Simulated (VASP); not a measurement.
# Be in VASP: further runs

The runs below take Be through single point, relaxation of cell and atoms, with PBE.

The COD entry that gives the cell may itself be a prediction, so a difference from it is no test against experiment.

Program: VASP 6.6.1. These are calculated values, not measurements. Logs are shortened: lines on timing, memory, paths and dates and some standing lists are left out, and cuts for length are marked.

### Step 1. The cell of the first run

The structure is hexagonal, space group P6_3/mmc (No. 194). Conventional cell: a = 2.828 Å, b = 2.828 Å, c = 4.665 Å, α = 90.00°, β = 90.00°, γ = 120.00°. Within 2.3 Å of Be (site symmetry 3m) lie 4 Be at 1.73 to 1.75 Å.

### Step 2. Single point, PBE

File INCAR:

```
SYSTEM = Be
ALGO = Fast
EDIFF = 1E-6
ENCUT = 520
GGA = PE
ISIF = 2
ISMEAR = 0
LASPH = .True.
LCHARG = .False.
LREAL = .False.
LWAVE = .False.
NBANDS = 12
NELM = 80
PREC = Accurate
SIGMA = 0.1
```

File KPOINTS:

```
k-points
0
Gamma
  9 9 4
  0 0 0
```

File POSCAR:

```
Be
1.0
    2.8275484864      0.0000000000      0.0000000000
   -1.4137742432      2.4487288197      0.0000000000
    0.0000000000      0.0000000000      4.6654550026
Be
4
Direct
    0.3333333333      0.6666666667      0.4375000000
    0.6666666667      0.3333333333      0.9375000000
    0.6666666667      0.3333333333      0.5625000000
    0.3333333333      0.6666666667      0.0625000000
```

Potentials or basis: VASP PAW PBE potentials, release 64 (Be).

Run with:

```sh
$ cat potpaw_PBE.64/Be/POTCAR > POTCAR
$ mpirun -np 1 vasp_std > vasp.out
```

OUTCAR:

```text
SYSTEM = Be
   EDIFF = 1E-6
   ENCUT = 520
   GGA = PE
   ISIF = 2
   ISMEAR = 0
   LASPH = .True.
   LREAL = .False.
   NELM = 80
   PREC = Accurate

 ion  position               nearest neighbor table
   1  0.333  0.667  0.438-   3 1.73   3 1.73   3 1.73   4 1.75
   2  0.667  0.333  0.938-   4 1.73   4 1.73   4 1.73   3 1.75
   3  0.667  0.333  0.562-   1 1.73   1 1.73   1 1.73   2 1.75
   4  0.333  0.667  0.062-   2 1.73   2 1.73   2 1.73   1 1.75

  LATTYP: Found a hexagonal cell.
 ALAT       =     2.8275484864
 C/A-ratio  =     1.6500000000

  Lattice vectors:

 A1 = (   2.8275484864,   0.0000000000,   0.0000000000)
 A2 = (  -1.4137742432,   2.4487288197,   0.0000000000)
 A3 = (   0.0000000000,   0.0000000000,   4.6654550026)

Analysis of symmetry for initial positions (statically):
=====================================================================
 Subroutine PRICEL returns:
 Original cell was already a primitive cell.

 Routine SETGRP: Setting up the symmetry group for a
 hexagonal supercell.

 Subroutine GETGRP returns: Found 24 space group operations
 (whereof 12 operations were pure point group operations)
 out of a pool of 24 trial point group operations.

The static configuration has the point symmetry D_3d.
 The point group associated with its full space group is D_6h.

Analysis of symmetry for dynamics (positions and initial velocities):
=====================================================================
 Subroutine PRICEL returns:
 Original cell was already a primitive cell.

 Routine SETGRP: Setting up the symmetry group for a
 hexagonal supercell.

 Subroutine GETGRP returns: Found 24 space group operations
 (whereof 12 operations were pure point group operations)
 out of a pool of 24 trial point group operations.

The dynamic configuration has the point symmetry D_3d.
 The point group associated with its full space group is D_6h.

 Subroutine INISYM returns: Found 24 space group operations
 (whereof 12 operations are pure point group operations),
 and found     1 'primitive' translations

----------------------------------------------------------------------------------------

                                     Primitive cell

  volume of cell :      32.3031

  direct lattice vectors                    reciprocal lattice vectors
     2.827548486  0.000000000  0.000000000     0.353663255  0.204187575  0.000000000
    -1.413774243  2.448728820  0.000000000     0.000000000  0.408375150  0.000000000
     0.000000000  0.000000000  4.665455003     0.000000000  0.000000000  0.214341366

  length of vectors
     2.827548486  2.827548486  4.665455003     0.408375150  0.408375150  0.214341366

  position of ions in fractional coordinates (direct lattice)
     0.333333333  0.666666667  0.437500000
     0.666666667  0.333333333  0.937500000
     0.666666667  0.333333333  0.562500000
     0.333333333  0.666666667  0.062500000

  ion indices of the primitive-cell ions
   primitive index   ion index
                 1           1
                 2           2
                 3           3
                 4           4

----------------------------------------------------------------------------------------

 KPOINTS: k-points

Automatic generation of k-mesh.
 Grid dimensions read from file:
 generate k-points for:    9    9    4

 Generating k-lattice:

  Cartesian coordinates                     Fractional coordinates (reciprocal lattice)
     0.039295917  0.022687508  0.000000000     0.111111111 -0.000000000  0.000000000
     0.000000000  0.045375017  0.000000000     0.000000000  0.111111111  0.000000000
     0.000000000  0.000000000  0.053585342     0.000000000  0.000000000  0.250000000

  Length of vectors
     0.045375017  0.045375017  0.053585342

  Shift w.r.t. Gamma in fractional coordinates (k-lattice)
     0.000000000  0.000000000  0.000000000

 Subroutine IBZKPT returns following result:
 ===========================================

 Found     36 irreducible k-points:

 Following reciprocal coordinates:
            Coordinates               Weight
  0.000000  0.000000  0.000000      1.000000
  0.111111  0.000000  0.000000      6.000000
  0.222222 -0.000000  0.000000      6.000000
  0.333333 -0.000000  0.000000      6.000000
  0.444444 -0.000000  0.000000      6.000000
  0.111111  0.111111  0.000000      6.000000
[... 16 lines left out ...]
  0.333333  0.222222  0.250000     24.000000
  0.333333  0.333333  0.250000      4.000000
 [... further k-points ...]
   k-points           NKPTS =     36   k-points in BZ     NKDIM =     36   number of bands    NBANDS=     12
   number of dos      NEDOS =    301   number of ions     NIONS =      4
   total plane-waves  NPLWV =  20736
   dimension x,y,z NGX =    24 NGY =   24 NGZ =   36
   dimension x,y,z NGXF=    48 NGYF=   48 NGZF=   72
   ions per type =               4
   NGX,Y,Z   is equivalent  to a cutoff of  14.11, 14.11, 12.83 a.u.
   NGXF,Y,Z  is equivalent  to a cutoff of  28.22, 28.22, 25.66 a.u.
 SYSTEM =  Be
   PREC   = accura    normal or accurate (medium, high low for compatibility)
   ISTART =      0    job   : 0-new  1-cont  2-samecut
   ICHARG =      2    charge: 1-file 2-atom 10-const
   ISPIN  =      1    spin polarized calculation?
   LNONCOLLINEAR =      F non collinear calculations
   LSORBIT =      F    spin-orbit coupling
   LASPH  =      T    aspherical Exc in radial PAW
   ENCUT  =  520.0 eV  38.22 Ry    6.18 a.u.   5.26  5.26  8.67*2*pi/ulx,y,z
   NELM   =     80;   NELMIN=  2; NELMDL= -5     # of ELM steps
   EDIFF  = 0.1E-05   stopping-criterion for ELM
   LREAL  =      F    real-space projection
   EDIFFG = 0.1E-04   stopping-criterion for IOM
   NSW    =      0    number of steps for IOM
   IBRION =     -1    ionic relax: 0-MD 1-quasi-New 2-CG
   NFREE  =      0    steps in history (QN), initial steepest desc. (CG)
   ISIF   =      2    stress and relaxation
   ISYM   =      2    0-nonsym 1-usesym 2-fastsym
   POTIM  = 0.5000    time-step for ionic-motion
   TEBEG  =    0.0;   TEEND  =   0.0 temperature during run
   PSTRESS=    0.0 pullay stress
   NELECT =       8.0000    total number of electrons
   NUPDOWN=      -1.0000    fix difference up-down
   EMIN   =  10.00;   EMAX   =-10.00  energy-range for DOS
   EFERMI =   0.00;   METHOD = LEGACY
   ISMEAR =     0;   SIGMA  =   0.10  broadening in eV -4-tet -1-fermi 0-gaus
   EFERMI_NEDOS =   21; number of points for ismear=-14 and -15
   IALGO  =     68    algorithm
   IMIX   =      4    mixing-type and parameters
     AMIX     =   0.40;   BMIX     =  1.00
     AMIX_MAG =   1.60;   BMIX_MAG =  1.00
  volume/ion in A,a.u.               =       8.08        54.50
  Fermi-wavevector in a.u.,A,eV,Ry     =   1.028071  1.942773 14.380414  1.056931
  Thomas-Fermi vector in A             =   2.162049
   LORBIT       =      0    0 simple, 1 ext, 2 COOP (PROOUT), +10 PAW based schemes
   GGA     = PE    functional components
   LHFCALC =     F    Hartree Fock is set to
   AEXX    =    0.0000 exact exchange contribution
   IVDW    =     0    specifies the selected vdW correction
   LEPSILON=     F    determine dielectric tensor
   LRPA    =     F    only Hartree local field effects (RPA)
 non-spin polarized calculation
 RMM-DIIS sequential band-by-band and
 Gauss-broadening in eV      SIGMA  =   0.10
  energy-cutoff  :      520.00
  volume of cell :       32.30
 maximum number of plane-waves:       882
 NGX is ok and might be reduce to    24

 number of electron       8.0000000 magnetization

 Free energy of the ion-electron system (eV)
  ---------------------------------------------------
  ext. energy  EPLUGINS =         0.00000000
  ---------------------------------------------------
  free energy    TOTEN  =        -5.25380836 eV

  energy without entropy =       -5.24930963  energy(sigma->0) =       -5.25155900

 E-fermi :   5.8978     XC(G=0): -10.4325

 val. band max:        5.8930122647   @ k =   0.3333   0.3333   0.0000
 cond. band min:       5.9699746961   @ k =   0.4444   0.1111   0.2500
 fundamental gap:      0.0769624314
 Fermi energy:         5.8977806117

 k-point     1 :       0.0000    0.0000    0.0000
  band No.  band energies     occupation
      1      -4.3028      2.00000
      2      -0.2511      2.00000
      3       1.7727      2.00000
      4      10.0848      0.00000
      5      10.0848      0.00000
      6      12.8833      0.00000
      7      13.6021      0.00000
      8      13.6021      0.00000
      9      15.3703      0.00000
     10      15.3703      0.00000
     11      16.4866      0.00000
     12      20.0430      0.00000

 k-point     2 :       0.1111    0.0000    0.0000
  band No.  band energies     occupation
      1      -4.0813      2.00000
      2       0.0040      2.00000
      3       1.9367      2.00000
      4       8.8878      0.00000
      5       9.3360      0.00000
      6      12.3341      0.00000
      7      12.4453      0.00000
      8      12.9404      0.00000
      9      15.7677      0.00000
     10      16.3745      0.00000
     11      17.0730      0.00000
     12      20.4848      0.00000

 k-point     3 :       0.2222   -0.0000    0.0000
  band No.  band energies     occupation
      1      -3.4185      2.00000
      2       0.7527      2.00000
      3       2.4286      2.00000
      4       6.4403      0.00000
      5       8.0738      0.00000
      6      10.3705      0.00000
      7      10.9714      0.00000
      8      11.7646      0.00000
      9      15.7989      0.00000
     10      17.7152      0.00000
     11      17.7346      0.00000
     12      18.4858      0.00000
[... 286 lines left out ...]
 k-point    23 :       0.3333    0.2222    0.2500
  band No.  band energies     occupation
      1       0.1237      2.00000
      2       1.9468      2.00000
      3       2.9324      2.00000
      4       4.0297      2.00000
      5       4.8723      2.00000
      6       6.3346      0.00000
      7       7.6932      0.00000
      8       8.7915      0.00000
      9      13.8611      0.00000
     10      18.8064      0.00000
     11      19.4791      0.00000
     12      20.8762      0.00000

 k-point    24 :       0.3333    0.3333    0.2500
  band No.  band energies     occupation
      1       1.4146      2.00000
      2       2.0903      2.00000
      3       2.0903      2.00000
      4       4.2575      2.00000
      5       4.7749      2.00000
      6       4.7749      2.00000
      7       8.2867      0.00000
      8       8.2867      0.00000
      9      13.0212      0.00000
     10      20.2051      0.00000
     11      20.2051      0.00000
     12      21.1916      0.00000

 [... further k-points ...]
[... 5 lines left out ...]
  --------------------------------------------------------------------------------------
  -------------------------------------------------------------------------------------
  Total       13.8099451     13.8099451     12.2255010      0.0000000      0.0000000      0.0000000
  in kB      684.9482734    684.9482734    606.3627158      0.0000000      0.0000000      0.0000000
  external PRESSURE =     658.7530875 kB  Pullay stress =       0.0000000 kB

 VOLUME and BASIS-vectors are now :
 -----------------------------------------------------------------------------
  energy-cutoff  :      520.00
  volume of cell :       32.30
      direct lattice vectors                 reciprocal lattice vectors
     2.827548486  0.000000000  0.000000000     0.353663255  0.204187575  0.000000000
    -1.413774243  2.448728820  0.000000000     0.000000000  0.408375150  0.000000000
     0.000000000  0.000000000  4.665455003     0.000000000  0.000000000  0.214341366

 POSITION                                       TOTAL-FORCE (eV/Angst)
 -----------------------------------------------------------------------------------
     -0.00000      1.63249      2.04114        -0.000000     -0.000000      0.420636
      1.41377      0.81624      4.37386         0.000000      0.000000      0.420636
      1.41377      0.81624      2.62432         0.000000      0.000000     -0.420636
     -0.00000      1.63249      0.29159        -0.000000     -0.000000     -0.420636
 -----------------------------------------------------------------------------------
    total drift:                               -0.000000      0.000000      0.000000

  FREE ENERGIE OF THE ION-ELECTRON SYSTEM (eV)
  ---------------------------------------------------
  free  energy   TOTEN  =        -5.2538083606 eV

  energy  without entropy=       -5.2493096342  energy(sigma->0) =       -5.25155900
```

Wall time 20 s (1 thread of Intel Xeon Platinum 8259CL at 2.50GHz (Skylake/Cascade Lake), shared host); peak memory 0.14 GiB.

What came out:

* Free energy: -5.2538 eV
* Pressure: 65.9 GPa
* Largest force: 0.421 eV/Å
* Band gap on the k mesh: zero (band 4 reaches 10.42 eV, above the bottom of band 5 at 4.02 eV)

Forces in eV/Å, atoms in the order of the input:
```
Be   0.000  0.000  0.421
Be   0.000  0.000  0.421
Be   0.000  0.000 -0.421
Be   0.000  0.000 -0.421
```

### Step 3. Single point, PBE

This run uses another cell than the first one: it holds 8 atoms, not 4.

File INCAR:

```
SYSTEM = Be
PREC = Accurate
ENCUT = 520
EDIFF = 1E-6
ISMEAR = 0
SIGMA = 0.1
LREAL = .False.
LASPH = .True.
NELM = 80
ALGO = Normal
ISIF = 2
LWAVE = .False.
LCHARG = .True.
GGA = PE
LELF = .True.
LVHAR = .True.
NBANDS = 18
```

File KPOINTS:

```
regular mesh
0
Gamma
  9 9 2
  0 0 0
```

File POSCAR:

```
Be
1.0
    2.7181344566      0.0000000000      0.0000000000
   -1.3590672282      2.3539734903      0.0000000000
    0.0000000000      0.0000000000      8.8773464966
Be
8
Direct
    0.0000000000      0.0000000000      0.0937500000
    0.0000000000      0.0000000000      0.5937500000
    0.0000000000      0.0000000000      0.4062500000
    0.0000000000      0.0000000000      0.9062500000
    0.3333333333      0.6666666667      0.1562500000
    0.6666666667      0.3333333333      0.6562500000
    0.3333333333      0.6666666667      0.3437500000
    0.6666666667      0.3333333333      0.8437500000
```

Potentials or basis: VASP PAW PBE potentials, release 64 (Be).

Run with:

```sh
$ cat potpaw_PBE.64/Be/POTCAR > POTCAR
$ mpirun -np 1 vasp_std > vasp.out
```

It took 17 s on 1 thread of Intel Xeon Platinum 8375C at 2.90GHz (Ice Lake), shared host; peak memory 0.16 GiB.

The run converged. Its results:

```yaml
Free_energy: -5.7597 eV
Pressure: 104.0 GPa
Largest_force: 0.813 eV/Å
Band_gap_on_the_k_mesh: zero (band 8 reaches 11.93 eV, above the bottom of band 9 at 5.43 eV)
```

Forces in eV/Å, atoms in the order of the input:
```
Be   0.000  0.000  0.813
Be   0.000  0.000  0.813
Be   0.000  0.000 -0.813
Be   0.000  0.000 -0.813
Be   0.000  0.000 -0.063
Be   0.000  0.000 -0.063
Be   0.000  0.000  0.063
Be   0.000  0.000  0.063
```

Stress tensor (GPa, compression positive):
```
106.09   0.00   0.00
  0.00 106.09   0.00
  0.00   0.00  99.86
```

Levels at points of the mesh, in eV from the Fermi level:
```tsv
k point	band 5	band 6	band 7	band 8	band 9	band 10	band 11	band 12
(0.00, 0.00, 0.00)	-3.98	1.24	1.34	4.57	4.57	5.58	5.58	6.05
(0.00, 0.00, 0.50)	-2.07	-2.07	4.88	4.88	4.88	4.88	5.08	5.08
```

### Step 4. Single point, PBE

This run uses another cell than the first one: it holds 8 atoms, not 4.

File INCAR:

```
PREC     = Accurate       # precision mode
ENCUT    = 520            # plane-wave cutoff, eV
EDIFF    = 1E-6           # SCF threshold, eV
ISMEAR   = 0              # smearing method
SIGMA    = 0.1            # smearing width, eV
LREAL    = False          # projectors in reciprocal space
LASPH    = True           # aspherical terms in the spheres
NELM     = 100            # most SCF steps
ALGO     = Fast           # electronic algorithm
ISIF     = 2              # what is computed and relaxed
LWAVE    = False          # write WAVECAR
LCHARG   = False          # write CHGCAR
GGA      = PE             # functional
NBANDS   = 18             # bands
```

File KPOINTS:

```
Automatic mesh
0
Gamma
  4 4 6
```

File POSCAR:

```
Be
1.0
    3.8014776960     -2.2545338242      0.8943992562
    3.8014776960      2.2545338242      0.8943992562
   -0.8218320144      0.0000000000      3.4915462512
Be
8
Direct
    0.8333322880      0.8333322880      0.2499924556
    0.1666677120      0.1666677120      0.7500075444
    0.3333334310      0.3333334310      0.2500027132
    0.6666665690      0.6666665690      0.7499972868
    0.8333336565      0.3333323652      0.2500010274
    0.6666676348      0.1666663435      0.7499989726
    0.1666663435      0.6666676348      0.7499989726
    0.3333323652      0.8333336565      0.2500010274
```

Potentials or basis: VASP PAW PBE potentials, release 64 (Be).

Run with:

```sh
$ cat potpaw_PBE.64/Be/POTCAR > POTCAR
$ mpirun -np 1 vasp_std > vasp.out
```

OUTCAR:

```text
PREC = Accurate
   ENCUT = 520
   EDIFF = 1E-6
   ISMEAR = 0
   LREAL = False
   LASPH = True
   NELM = 100
   ISIF = 2
   GGA = PE

 ion  position               nearest neighbor table
   1  0.833  0.833  0.250-   4 2.22   7 2.22   6 2.22   6 2.22   7 2.22   4 2.22   3 2.25   3 2.25
                             5 2.25   8 2.25   8 2.25   5 2.25
   2  0.167  0.167  0.750-   3 2.22   5 2.22   8 2.22   5 2.22   8 2.22   3 2.22   4 2.25   4 2.25
                             6 2.25   7 2.25   7 2.25   6 2.25
   3  0.333  0.333  0.250-   2 2.22   6 2.22   7 2.22   6 2.22   7 2.22   2 2.22   1 2.25   1 2.25
                             5 2.25   8 2.25   5 2.25   8 2.25
   4  0.667  0.667  0.750-   1 2.22   5 2.22   8 2.22   8 2.22   5 2.22   1 2.22   2 2.25   2 2.25
                             6 2.25   7 2.25   6 2.25   7 2.25
   5  0.833  0.333  0.250-   4 2.22   6 2.22   2 2.22   2 2.22   4 2.22   6 2.22   8 2.25   8 2.25
                             1 2.25   3 2.25   3 2.25   1 2.25
   6  0.667  0.167  0.750-   3 2.22   5 2.22   1 2.22   1 2.22   3 2.22   5 2.22   7 2.25   7 2.25
                             2 2.25   4 2.25   4 2.25   2 2.25
   7  0.167  0.667  0.750-   3 2.22   8 2.22   1 2.22   1 2.22   3 2.22   8 2.22   6 2.25   6 2.25
                             2 2.25   4 2.25   4 2.25   2 2.25
[... 211 lines left out ...]
  band No.  band energies     occupation
      1      -4.3231      2.00000
      2       2.0564      2.00000
      3       2.0571      2.00000
      4       2.0571      2.00000
      5       2.4970      2.00000
      6       3.9409      2.00000
[... 481 lines left out ...]
      5       2.6343      2.00000
      6       2.6352      2.00000
[... 10 lines left out ...]
     17      14.7375      0.00000
     18      15.2554      0.00000

 [... further k-points ...]
[... 5 lines left out ...]
  --------------------------------------------------------------------------------------
  -------------------------------------------------------------------------------------
  Total        0.0520285      0.0620893      0.0816172      0.0000000      0.0000000     -0.0016977
  in kB        1.3197333      1.5749337      2.0702698      0.0000000      0.0000000     -0.0430620
  external PRESSURE =       1.6549789 kB  Pullay stress =       0.0000000 kB

 VOLUME and BASIS-vectors are now :
 -----------------------------------------------------------------------------
  energy-cutoff  :      520.00
  volume of cell :       63.16
      direct lattice vectors                 reciprocal lattice vectors
     3.801477696 -2.254533824  0.894399256     0.124626143 -0.221775338  0.029334211
     3.801477696  2.254533824  0.894399256     0.124626143  0.221775338  0.029334211
    -0.821832014  0.000000000  3.491546251    -0.063848806  0.000000000  0.271377475

 POSITION                                       TOTAL-FORCE (eV/Angst)
 -----------------------------------------------------------------------------------
      6.13034      0.00000      2.36352        -0.000113     -0.000000      0.000117
      0.65079      0.00000      2.91682         0.000113     -0.000000     -0.000117
      2.32886      0.00000      1.46916        -0.000126     -0.000000     -0.000040
      4.45226      0.00000      3.81118         0.000126     -0.000000      0.000040
      4.22960     -1.12727      1.91636        -0.000122      0.000020     -0.000014
      2.55153     -1.12727      3.36399         0.000122      0.000020      0.000014
      2.55153      1.12727      3.36399         0.000122     -0.000020      0.000014
      4.22960      1.12727      1.91636        -0.000122     -0.000020     -0.000014
 -----------------------------------------------------------------------------------
    total drift:                               -0.000000     -0.000000      0.000000

  FREE ENERGIE OF THE ION-ELECTRON SYSTEM (eV)
  ---------------------------------------------------
  free  energy   TOTEN  =       -30.1220736443 eV

  energy  without entropy=      -30.1121816586  energy(sigma->0) =      -30.11712765
```

Run time: 25 s. Hardware: 1 thread of Intel Xeon Platinum 8375C at 2.90GHz (Ice Lake), shared host; peak memory 0.18 GiB.

Results:

- Free energy: -30.1221 eV
- Pressure: 0.2 GPa
- Band gap on the k mesh: zero (band 8 reaches 7.85 eV, above the bottom of band 9 at 7.74 eV)

Caveat: the k points lie up to 0.40 Å⁻¹ apart.

(Part 1 of 2 ends here.)
